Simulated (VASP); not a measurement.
# WF3 in VASP: further runs, part 2 of 2

VASP 6.6.1. The steps go on from the part before.

### Step 3. Single point, PBE, collinear spin

This run uses another cell than the first one, of 13.02 Å³/atom.

Contents of INCAR:

```
PREC     = Accurate       # precision mode
ENCUT    = 520            # plane-wave cutoff, eV
EDIFF    = 1E-6           # SCF threshold, eV
ISMEAR   = 0              # smearing method
SIGMA    = 0.1            # smearing width, eV
LREAL    = False          # projectors in reciprocal space
LASPH    = True           # aspherical terms in the spheres
NELM     = 150            # most SCF steps
ALGO     = Normal         # electronic algorithm
ISIF     = 2              # what is computed and relaxed
LWAVE    = False          # write WAVECAR
LCHARG   = False          # write CHGCAR
ISPIN    = 2              # spin polarisation
MAGMOM   = 2.51 0.01 0 0  # initial moments
LORBIT   = 11             # projections on sites
LMAXMIX  = 4              # l up to which the mixer works
GGA      = PE             # functional
NBANDS   = 30             # bands
```

Contents of KPOINTS:

```
Automatic mesh
0
Gamma
  6 6 6
```

Contents of POSCAR:

```
WF3
1.0
    3.7172115500      0.0000000000      0.0000000000
    0.0000000000      3.7172115500      0.0000000000
    0.0000000000      0.0000000000      3.7697252700
W F
1 3
Direct
    0.0000000000      0.0000000000      0.0000000000
    0.5000000000      0.5000000000      0.0000000000
    0.0000000000      0.5000000000      0.5000000000
    0.5000000000      0.0000000000      0.5000000000
```

Potentials or basis: VASP PAW PBE potentials, release 64 (W_sv, F).

On the command line:

```bash
> cat potpaw_PBE.64/W_sv/POTCAR potpaw_PBE.64/F/POTCAR > POTCAR
> mpirun -np 1 vasp_std > vasp.out
```

OUTCAR:

```text
PREC = Accurate
   ENCUT = 520
   EDIFF = 1E-6
   ISMEAR = 0
   LREAL = False
   LASPH = True
   NELM = 150
   ISIF = 2
   ISPIN = 2
   LORBIT = 11
   GGA = PE

 ion  position               nearest neighbor table
   1  0.000  0.000  0.000-   2 2.63   2 2.63   2 2.63   2 2.63   4 2.65   3 2.65   3 2.65   3 2.65
                             4 2.65   4 2.65   4 2.65   3 2.65
   2  0.500  0.500  0.000-   1 2.63   1 2.63   1 2.63   1 2.63
   3  0.000  0.500  0.500-   1 2.65   1 2.65   1 2.65   1 2.65
   4  0.500  0.000  0.500-   1 2.65   1 2.65   1 2.65   1 2.65

  LATTYP: Found a simple tetragonal cell.
 ALAT       =     3.7172115500
 C/A-ratio  =     1.0141271809

  Lattice vectors:

 A1 = (   3.7172115500,   0.0000000000,   0.0000000000)
 A2 = (   0.0000000000,   3.7172115500,   0.0000000000)
 A3 = (   0.0000000000,   0.0000000000,   3.7697252700)

Analysis of symmetry for initial positions (statically):
=====================================================================
 Subroutine PRICEL returns:
 Original cell was already a primitive cell.

 Routine SETGRP: Setting up the symmetry group for a
 simple tetragonal supercell.

 Subroutine GETGRP returns: Found 16 space group operations
 (whereof 16 operations were pure point group operations)
 out of a pool of 16 trial point group operations.

The static configuration has the point symmetry D_4h.

Analysis of symmetry for dynamics (positions and initial velocities):
=====================================================================
 Subroutine PRICEL returns:
 Original cell was already a primitive cell.

 Routine SETGRP: Setting up the symmetry group for a
 simple tetragonal supercell.

 Subroutine GETGRP returns: Found 16 space group operations
 (whereof 16 operations were pure point group operations)
 out of a pool of 16 trial point group operations.

The dynamic configuration has the point symmetry D_4h.

Analysis of structural, dynamic, and magnetic symmetry:
=====================================================================
 Subroutine PRICEL returns:
 Original cell was already a primitive cell.

 Routine SETGRP: Setting up the symmetry group for a
 simple tetragonal supercell.

 Subroutine GETGRP returns: Found 16 space group operations
 (whereof 16 operations were pure point group operations)
 out of a pool of 16 trial point group operations.

The overall configuration has the point symmetry D_4h.

 Subroutine INISYM returns: Found 16 space group operations
 (whereof 16 operations are pure point group operations),
 and found     1 'primitive' translations

----------------------------------------------------------------------------------------

                                     Primitive cell

  volume of cell :      52.0888

  direct lattice vectors                    reciprocal lattice vectors
[... 83 lines left out ...]
   ISTART =      0    job   : 0-new  1-cont  2-samecut
   ICHARG =      2    charge: 1-file 2-atom 10-const
   ISPIN  =      2    spin polarized calculation?
   LNONCOLLINEAR =      F non collinear calculations
   LSORBIT =      F    spin-orbit coupling
   LASPH  =      T    aspherical Exc in radial PAW
   ENCUT  =  520.0 eV  38.22 Ry    6.18 a.u.   6.91  6.91  7.01*2*pi/ulx,y,z
   NELM   =    150;   NELMIN=  2; NELMDL= -5     # of ELM steps
   EDIFF  = 0.1E-05   stopping-criterion for ELM
   LREAL  =      F    real-space projection
   EDIFFG = 0.1E-04   stopping-criterion for IOM
   NSW    =      0    number of steps for IOM
   IBRION =     -1    ionic relax: 0-MD 1-quasi-New 2-CG
   NFREE  =      0    steps in history (QN), initial steepest desc. (CG)
   ISIF   =      2    stress and relaxation
   ISYM   =      2    0-nonsym 1-usesym 2-fastsym
   POTIM  = 0.5000    time-step for ionic-motion
   TEBEG  =    0.0;   TEEND  =   0.0 temperature during run
   PSTRESS=    0.0 pullay stress
   NELECT =      35.0000    total number of electrons
   NUPDOWN=      -1.0000    fix difference up-down
   EMIN   =  10.00;   EMAX   =-10.00  energy-range for DOS
   EFERMI =   0.00;   METHOD = LEGACY
   ISMEAR =     0;   SIGMA  =   0.10  broadening in eV -4-tet -1-fermi 0-gaus
   EFERMI_NEDOS =   21; number of points for ismear=-14 and -15
   IALGO  =     38    algorithm
   IMIX   =      4    mixing-type and parameters
     AMIX     =   0.40;   BMIX     =  1.00
     AMIX_MAG =   1.60;   BMIX_MAG =  1.00
  volume/ion in A,a.u.               =      13.02        87.88
  Fermi-wavevector in a.u.,A,eV,Ry     =   1.433891  2.709661 27.974163  2.056043
  Thomas-Fermi vector in A             =   2.553359
   LORBIT       =     11    0 simple, 1 ext, 2 COOP (PROOUT), +10 PAW based schemes
   GGA     = PE    functional components
   LHFCALC =     F    Hartree Fock is set to
   AEXX    =    0.0000 exact exchange contribution
   IVDW    =     0    specifies the selected vdW correction
   LEPSILON=     F    determine dielectric tensor
   LRPA    =     F    only Hartree local field effects (RPA)
 spin polarized calculation
 Gauss-broadening in eV      SIGMA  =   0.10
  energy-cutoff  :      520.00
  volume of cell :       52.09
 maximum number of plane-waves:      1418
 NGX is ok and might be reduce to    28
   NGX = 13   NGY = 13   NGZ = 15

 number of electron      34.9999960 magnetization       2.9999624

 Free energy of the ion-electron system (eV)
  ---------------------------------------------------
  ext. energy  EPLUGINS =         0.00000000
  ---------------------------------------------------
  free energy    TOTEN  =       -20.71024848 eV

  energy without entropy =      -20.69784444  energy(sigma->0) =      -20.70404646

 E-fermi :   3.1123     XC(G=0): -10.6966

 val. band max:        3.0919227785   @ k =   0.1667   0.1667   0.0000
 cond. band min:       3.1772447797   @ k =   0.3333   0.0000   0.5000
 fundamental gap:      0.0853220012
 Fermi energy:         3.1122705642

 spin component 1

 k-point     1 :       0.0000    0.0000    0.0000
  band No.  band energies     occupation
      1     -72.9186      1.00000
      2     -37.1460      1.00000
      3     -37.1460      1.00000
      4     -37.1449      1.00000
      5     -19.8185      1.00000
      6     -18.7617      1.00000
[... 757 lines left out ...]
     28      19.3925      0.00000
     29      20.2638      0.00000

 [... further k-points ...]

 spin component 2

 k-point     1 :       0.0000    0.0000    0.0000
  band No.  band energies     occupation
      1     -71.6209      1.00000
      2     -35.4052      1.00000
      3     -35.4035      1.00000
      4     -35.4035      1.00000
      5     -19.8283      1.00000
      6     -18.7888      1.00000
[... 757 lines left out ...]
     28      20.0046      0.00000
     29      20.6861      0.00000

 [... further k-points ...]

 [bands above 29 left out]

------------------------ aborting loop because EDIFF is reached ----------------------------------------

  FORCE on cell =-STRESS in cart. coord.  units (eV):
  Direction    XX          YY          ZZ          XY          YZ          ZX
  --------------------------------------------------------------------------------------
  -------------------------------------------------------------------------------------
  Total       -7.0781503     -7.0781503     -7.6173615      0.0000000      0.0000000      0.0000000
  in kB     -217.7138744   -217.7138744   -234.2992476      0.0000000      0.0000000      0.0000000
  external PRESSURE =    -223.2423321 kB  Pullay stress =       0.0000000 kB

 VOLUME and BASIS-vectors are now :
 -----------------------------------------------------------------------------
  energy-cutoff  :      520.00
  volume of cell :       52.09
      direct lattice vectors                 reciprocal lattice vectors
     3.717211550  0.000000000  0.000000000     0.269018856  0.000000000  0.000000000
     0.000000000  3.717211550  0.000000000     0.000000000  0.269018856  0.000000000
     0.000000000  0.000000000  3.769725270     0.000000000  0.000000000  0.265271320

 POSITION                                       TOTAL-FORCE (eV/Angst)
 -----------------------------------------------------------------------------------
      0.00000      0.00000      0.00000         0.000000      0.000000      0.000000
      1.85861      1.85861      0.00000         0.000000      0.000000      0.000000
      0.00000      1.85861      1.88486         0.000000      0.000000      0.000000
      1.85861      0.00000      1.88486         0.000000      0.000000      0.000000
 -----------------------------------------------------------------------------------
    total drift:                                0.000000      0.000000      0.000000

  FREE ENERGIE OF THE ION-ELECTRON SYSTEM (eV)
  ---------------------------------------------------
  free  energy   TOTEN  =       -20.7102484757 eV

  energy  without entropy=      -20.6978444383  energy(sigma->0) =      -20.70404646

 total charge

# of ion       s       p       d       tot
------------------------------------------
    1        2.150   6.030   2.990  11.169
    2        1.747   4.252   0.000   5.999
    3        1.746   4.251   0.000   5.998
    4        1.746   4.251   0.000   5.998
--------------------------------------------------
tot          7.390  18.784   2.990  29.164

 magnetization (x)

# of ion       s       p       d       tot
------------------------------------------
    1        0.048   0.016   2.510   2.574
    2        0.008  -0.023   0.000  -0.015
    3        0.007  -0.027   0.000  -0.020
    4        0.007  -0.027   0.000  -0.020
--------------------------------------------------
tot          0.069  -0.060   2.510   2.519
```

Run time: 3.2 min. Hardware: 1 thread of AMD EPYC 7R13, shared host; peak memory 0.2 GiB.

What came out:

- Free energy: -20.7102 eV
- Pressure: -22.3 GPa
- Band gap on the k mesh: zero (filled and empty bands overlap)
- Net moment: 3.00 μB per cell
- Site moments: W +2.57; F -0.01, -0.02 (each value once) μB
- Valence electrons inside the program's atomic spheres: W 11.17; F 6.00

Stress tensor (GPa, compression positive):
```
-21.77   0.00   0.00
  0.00 -21.77   0.00
  0.00   0.00 -23.43
```

Caveat: the cell stands under tension; spin-orbit coupling is left out, which moves the levels of the heavy elements.

### Step 4. Single point, PBE, collinear spin

This run uses another cell than the first one, of 10.19 Å³/atom.

Contents of INCAR:

```
SYSTEM = WF3
ALGO = Normal ; EDIFF = 1E-6
ENCUT = 520 ; GGA = PE
ISIF = 2 ; ISMEAR = 0
ISPIN = 2 ; LASPH = .True.
LCHARG = .False. ; LMAXMIX = 4
LORBIT = 11 ; LREAL = .False.
LWAVE = .False. ; MAGMOM = 2.15 0 0 0
NBANDS = 30 ; NELM = 150
PREC = Accurate ; SIGMA = 0.1
```

Contents of KPOINTS:

```
k-points
0
Gamma
  14 14 14
  0 0 0
```

Contents of POSCAR:

```
WF3
1.0
    3.4413107031      0.0000000000      0.0000000000
    0.0000000000      3.4413107031      0.0000000000
    0.0000000000      0.0000000000      3.4413107031
W F
1 3
Direct
    0.0000000000      0.0000000000      0.0000000000
    0.5000000000      0.5000000000      0.0000000000
    0.0000000000      0.5000000000      0.5000000000
    0.5000000000      0.0000000000      0.5000000000
```

On the command line:

```bash
> cat potpaw_PBE.64/W_sv/POTCAR potpaw_PBE.64/F/POTCAR > POTCAR
> mpirun -np 1 vasp_std > vasp.out
```

Run time: 7.6 min. Hardware: 1 thread of AMD EPYC 7R13, shared host; peak memory 0.29 GiB.

Results (log left out):

| Item | Value |
| --- | --- |
| Free energy | -21.6477 eV |
| Pressure | 0.1 GPa |
| Net moment | 2.77 μB per cell |
| Site moments | W +2.34; F +0.02 μB |
| Valence electrons inside the program's atomic spheres | W 11.34; F 6.07 |

Levels at points of the mesh, in eV from the Fermi level:
Spin up:
```csv
k point,band 16,band 17,band 18,band 19,band 20,band 21,band 22,band 23
"(0.00, 0.00, 0.00)",-3.65,-2.97,-2.97,-0.96,-0.96,-0.96,-0.40,12.93
"(0.50, 0.00, 0.00)",-4.09,-1.14,-0.83,-0.28,1.21,1.21,4.77,6.32
"(0.50, 0.50, 0.00)",-3.34,-0.57,-0.49,0.58,1.17,1.17,5.46,8.63
"(0.50, 0.50, 0.50)",-3.31,-1.08,-1.08,-1.08,-0.14,-0.14,3.26,10.86
```
Spin down:
| k point | band 12 | band 13 | band 14 | band 15 | band 16 | band 17 | band 18 | band 19 | band 20 | band 21 |
| --- | --- | --- | --- | --- | --- | --- | --- | --- | --- | --- |
| (0.00, 0.00, 0.00) | -5.43 | -5.43 | -3.59 | -3.59 | -3.59 | -0.90 | -0.90 | 0.88 | 0.88 | 0.88 |
| (0.50, 0.00, 0.00) | -5.96 | -5.96 | -5.04 | -4.02 | -4.02 | 0.94 | 1.02 | 1.31 | 2.76 | 2.76 |
| (0.50, 0.50, 0.00) | -6.28 | -6.28 | -4.89 | -4.47 | -3.28 | 1.22 | 1.47 | 2.71 | 2.71 | 2.72 |
| (0.50, 0.50, 0.50) | -4.23 | -4.23 | -4.23 | -3.26 | -3.26 | 0.67 | 0.67 | 0.67 | 2.14 | 2.14 |

Caveat: spin-orbit coupling is left out, which moves the levels of the heavy elements.

### Step 5. The runs side by side

| cell | k mesh | gap on the mesh (eV) | pressure (GPa) | moment (μB) |
| --- | --- | --- | --- | --- |
| a = 3.444, b = 3.444, c = 3.445 Å, 4 atoms | 6 × 6 × 6 | none | 0.3 | 2.87 |
| a = 3.717, b = 3.717, c = 3.770 Å, 4 atoms | 6 × 6 × 6 | none | -22.3 | 3.00 |
| a = 3.441 Å, 4 atoms | 14 × 14 × 14 | none | 0.1 | 2.77 |

Alike in all rows: task single point; level PBE; potentials or basis VASP PAW PBE potentials, release 64 (W_sv, F); spin collinear; cutoff (eV) 520; smearing gaussian 0.1 eV.

Caveats: spin-orbit coupling is left out, which moves the levels of the heavy elements; the cell stands under tension (at least some runs).

Absolute energies hang on the potentials; compare differences alone.

The gap in the log of VASP goes by the Fermi energy; the results here count the filled bands.